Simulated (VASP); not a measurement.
# PtSe2 (P-3m1) in VASP: a series of runs, part 2 of 2

VASP 6.6.1.

## Step 4: Relaxation of shape and atoms at fixed volume, PBEsol (19.26 Å³/atom)

This run uses another cell than the first one, of 19.26 Å³/atom.

File INCAR:

```
SYSTEM = PtSe2
PREC = Accurate
ENCUT = 600
EDIFF = 1E-6
ISMEAR = 0
SIGMA = 0.1
LREAL = .FALSE.
LASPH = .TRUE.
NELM = 80
ALGO = Normal
ISIF = 4
LWAVE = .FALSE.
LCHARG = .FALSE.
GGA = PS
IBRION = 2
NSW = 50
EDIFFG = -0.01
```

File KPOINTS:

```
Automatic mesh
0
G
  12 12 8
  0 0 0
```

File POSCAR:

```
PtSe2
1.0
    3.7227352045      0.0000000000      0.0000000000
   -1.8613676022      3.2239832586      0.0000000000
    0.0000000000      0.0000000000      4.8141825960
Pt Se
1 2
Direct
    0.0000000000      0.0000000000      0.0000000000
    0.3333333333      0.6666666667      0.2606754575
    0.6666666667      0.3333333333      0.7393245425
```

Potentials or basis: VASP PAW PBE potentials, release 64 (Pt, Se).

Run with:

```bash
cat potpaw_PBE.64/Pt/POTCAR potpaw_PBE.64/Se/POTCAR > POTCAR
mpirun -np 1 vasp_std > vasp.out
```

OUTCAR:

```text
SYSTEM = PtSe2
   PREC = Accurate
   ENCUT = 600
   EDIFF = 1E-6
   ISMEAR = 0
   LREAL = .FALSE.
   LASPH = .TRUE.
   NELM = 80
   ISIF = 4
   GGA = PS
   IBRION = 2
   NSW = 50
   EDIFFG = -0.01

 ion  position               nearest neighbor table
   1  0.000  0.000  0.000-   2 2.49   3 2.49   2 2.49   3 2.49   3 2.49   2 2.49
   2  0.333  0.667  0.261-   1 2.49   1 2.49   1 2.49
   3  0.667  0.333  0.739-   1 2.49   1 2.49   1 2.49

  LATTYP: Found a hexagonal cell.
 ALAT       =     3.7227352045
 C/A-ratio  =     1.2931842668

  Lattice vectors:

 A1 = (   3.7227352045,   0.0000000000,   0.0000000000)
 A2 = (  -1.8613676022,   3.2239832586,   0.0000000000)
 A3 = (   0.0000000000,   0.0000000000,   4.8141825960)

Analysis of symmetry for initial positions (statically):
=====================================================================
 Subroutine PRICEL returns:
 Original cell was already a primitive cell.

 Routine SETGRP: Setting up the symmetry group for a
 hexagonal supercell.

 Subroutine GETGRP returns: Found 12 space group operations
 (whereof 12 operations were pure point group operations)
 out of a pool of 24 trial point group operations.

The static configuration has the point symmetry D_3d.

Analysis of symmetry for dynamics (positions and initial velocities):
=====================================================================
 Subroutine PRICEL returns:
[... 349 lines left out ...]
  ---------------------------------------------------
  ext. energy  EPLUGINS =         0.00000000
  ---------------------------------------------------
  free energy    TOTEN  =       -15.89800819 eV

  energy without entropy =      -15.89405322  energy(sigma->0) =      -15.89603070

 E-fermi :   6.9449     XC(G=0): -11.1323

 val. band max:        6.9153163321   @ k =   0.3333   0.3333   0.0000
 cond. band min:       6.9664285926   @ k =   0.3333   0.2500   0.0000
 fundamental gap:      0.0511122604
 Fermi energy:         6.9448658282

 k-point     1 :       0.0000    0.0000    0.0000
  band No.  band energies     occupation
      1      -8.9730      2.00000
      2      -5.6246      2.00000
      3      -0.3903      2.00000
      4       0.5142      2.00000
      5       0.5142      2.00000
      6       3.0492      2.00000
      7       3.0492      2.00000
      8       4.4444      2.00000
      9       5.9130      2.00000
     10       5.9130      2.00000
     11       7.8235      0.00000
     12       7.9828      0.00000
     13       7.9828      0.00000
     14      10.0532      0.00000
[... 401 lines left out ...]
      2      -5.9646      2.00000
      3      -0.0559      2.00000
      4       0.6652      2.00000
      5       1.0851      2.00000
      6       2.3338      2.00000
      7       2.9035      2.00000
      8       3.7700      2.00000
      9       5.0315      2.00000
     10       5.7405      2.00000
     11       7.0371      0.19200
     12       7.8181      0.00000
     13       8.1714      0.00000
     14      11.5080      0.00000
     15      12.0440      0.00000

 [... further k-points ...]

------------------------ aborting loop because EDIFF is reached ----------------------------------------

  FORCE on cell =-STRESS in cart. coord.  units (eV):
  Direction    XX          YY          ZZ          XY          YZ          ZX
  --------------------------------------------------------------------------------------
  -------------------------------------------------------------------------------------
  Total        0.6408819      0.6408819      0.6411205      0.0000000      0.0000000      0.0000000
  in kB       17.7709689     17.7709689     17.7775847      0.0000000      0.0000000      0.0000000
  external PRESSURE =      17.7731742 kB  Pullay stress =       0.0000000 kB
[... 18 lines left out ...]
  FREE ENERGIE OF THE ION-ELECTRON SYSTEM (eV)
  ---------------------------------------------------
  free  energy   TOTEN  =       -15.8980081860 eV

  energy  without entropy=      -15.8940532192  energy(sigma->0) =      -15.89603070

 reached required accuracy - stopping structural energy minimisation
```

OSZICAR:

```text
N       E                     dE             d eps       ncg     rms          rms(c)
DAV:   1     0.126786700717E+03    0.12679E+03   -0.11264E+04  3938   0.147E+03
DAV:   2    -0.110817227282E+02   -0.13787E+03   -0.13475E+03  4966   0.255E+02
DAV:   3    -0.166724199547E+02   -0.55907E+01   -0.55303E+01  4966   0.538E+01
DAV:   4    -0.167161138846E+02   -0.43694E-01   -0.43685E-01  4658   0.512E+00
[... 41 lines left out ...]
DAV:   1    -0.158985091493E+02   -0.60099E-03   -0.31036E-02  3958   0.128E+00    0.115E-01
DAV:   2    -0.158981094667E+02    0.39968E-03   -0.12359E-03  4336   0.290E-01    0.605E-02
DAV:   3    -0.158980297575E+02    0.79709E-04   -0.22732E-04  4581   0.140E-01    0.292E-02
DAV:   4    -0.158980088142E+02    0.20943E-04   -0.64343E-05  4413   0.630E-02    0.117E-02
DAV:   5    -0.158980081860E+02    0.62818E-06   -0.63645E-06  4385   0.182E-02
   6 F= -.15898008E+02 E0= -.15896031E+02  d E =-.524003E-03
```

It took 7.7 min on 1 thread of Intel Xeon 8259CL, shared host; peak memory 0.31 GiB.

What came out:

```
Free energy               : -15.8980 eV
Energy gained by relaxing : 5.1 meV/atom
Ionic steps               : 6
Pressure after relaxing   : 1.8 GPa
Band gap on the k mesh    : zero (bands 11 and 12 overlap by 0.94 eV)
```

The path:
```tsv
step	energy change (eV)	largest force (eV/Å)	pressure (GPa)	volume (Å³)
1	0.0000	0.3672	4.45	57.78
2	-0.0118	0.1466	2.99	57.78
3	-0.0148	0.0436	1.80	57.78
4	-0.0148	0.0324	1.87	57.78
5	-0.0152	0.0147	1.81	57.78
6	-0.0153	0.0009	1.78	57.78
```

Final structure:
```yaml
crystal:
  lattice:
    - [3.75196, 0.00000, 0.00000]
    - [-1.87598, 3.24929, 0.00000]
    - [0.00000, 0.00000, 4.73949]
  atoms:
    - { symbol: Pt, position: [0.00000, 0.00000, 0.00000] }
    - { symbol: Se, position: [0.33333, 0.66667, 0.26698] }
    - { symbol: Se, position: [0.66667, 0.33333, 0.73302] }
```

Caveat: the PAW data sets were made with another functional, which shifts forces and pressure a little; spin-orbit coupling is left out, which moves the levels of the heavy elements.

## Step 5: Single point, PBEsol

This run uses another cell than the first one, of 18.35 Å³/atom.

File INCAR:

```
SYSTEM = PtSe2
PREC = Accurate ; ENCUT = 520
EDIFF = 1E-7 ; ISMEAR = -1
SIGMA = 0.15 ; LREAL = .FALSE.
LASPH = .TRUE. ; NELM = 100
ALGO = Normal ; ISIF = 2
LWAVE = .FALSE. ; LCHARG = .FALSE.
GGA = PS ; NBANDS = 18
```

File KPOINTS:

```
regular mesh
0
G
  12 12 8
  0 0 0
```

File POSCAR:

```
PtSe2
1.0
    3.7260171074      0.0000000000      0.0000000000
   -1.8630085537      3.2268254699      0.0000000000
    0.0000000000      0.0000000000      4.5796994215
Pt Se
1 2
Direct
    0.0000000000      0.0000000000      0.0000000000
    0.3333333333      0.6666666667      0.2752045396
    0.6666666667      0.3333333333      0.7247954604
```

Run with:

```bash
cat potpaw_PBE.64/Pt/POTCAR potpaw_PBE.64/Se/POTCAR > POTCAR
mpirun -np 1 vasp_std > vasp.out
```

Run time: 3.4 min. Hardware: 1 thread of Intel Xeon 8259CL, shared host; peak memory 0.27 GiB.

Results (log left out):

```yaml
Free_energy: -15.8612 eV
Pressure: 6.1 GPa
Largest_force: 0.018 eV/Å
Band_gap_on_the_k_mesh: zero (bands 11 and 12 overlap by 0.89 eV)
```

Forces on the atoms (eV/Å):
```
Pt   0.000  0.000  0.000
Se   0.000  0.000  0.018
Se   0.000  0.000 -0.018
```

Levels at points of the mesh, in eV from the Fermi level:
```csv
k point,band 7,band 8,band 9,band 10,band 11,band 12,band 13,band 14,band 15,band 16
"(0.00, 0.00, 0.00)",-3.91,-2.48,-0.98,-0.98,0.90,0.90,1.06,3.01,4.47,7.22
"(0.50, 0.00, 0.00)",-4.14,-3.57,-3.40,-3.34,-3.00,0.53,2.95,5.39,6.36,7.08
"(0.00, 0.00, 0.50)",-4.00,-2.98,-1.98,-1.98,-1.66,2.65,2.65,5.11,6.45,6.45
"(0.50, 0.00, 0.50)",-3.44,-3.43,-3.13,-2.56,-1.01,0.43,1.70,4.93,5.54,8.15
```

Caveat: the cell stands under pressure; the PAW data sets were made with another functional, which shifts forces and pressure a little; spin-orbit coupling is left out, which moves the levels of the heavy elements.

## Step 6: The runs side by side

| task | spin | cell | k mesh | cutoff (eV) | smearing | gap on the mesh (eV) | pressure (GPa) | largest force (eV/Å) |
| --- | --- | --- | --- | --- | --- | --- | --- | --- |
| single point | collinear | a = 3.724, b = 3.724, c = 5.062 Å, angles 90.0, 90.0, 120.0°, 3 atoms, atomic positions A | 6 × 6 × 4 | 520 | gaussian 0.1 eV | none | 2.2 | 0.35 |
| relaxation of shape and atoms at fixed volume | off | relaxed from a = 3.712, b = 3.712, c = 4.692 Å, angles 90.0, 90.0, 120.0°, 3 atoms, atomic positions B | 12 × 12 × 8 | 600 | gaussian 0.1 eV | none | 4.4 | - |
| relaxation of shape and atoms at fixed volume | off | relaxed from a = 3.723, b = 3.723, c = 4.814 Å, angles 90.0, 90.0, 120.0°, 3 atoms, atomic positions C | 12 × 12 × 8 | 600 | gaussian 0.1 eV | none | 1.8 | - |
| single point | off | a = 3.726, b = 3.726, c = 4.580 Å, angles 90.0, 90.0, 120.0°, 3 atoms, atomic positions D | 12 × 12 × 8 | 520 | fermi-dirac 0.15 eV | none | 6.1 | 0.02 |

Alike in all rows: level PBEsol; potentials or basis VASP PAW PBE potentials, release 64 (Pt, Se).

Caveats: the PAW data sets were made with another functional, which shifts forces and pressure a little; spin-orbit coupling is left out, which moves the levels of the heavy elements; the cell stands under pressure (at least some runs).

Absolute energies hang on the potentials; compare differences alone.

The gap in the log of VASP goes by the Fermi energy; the results here count the filled bands.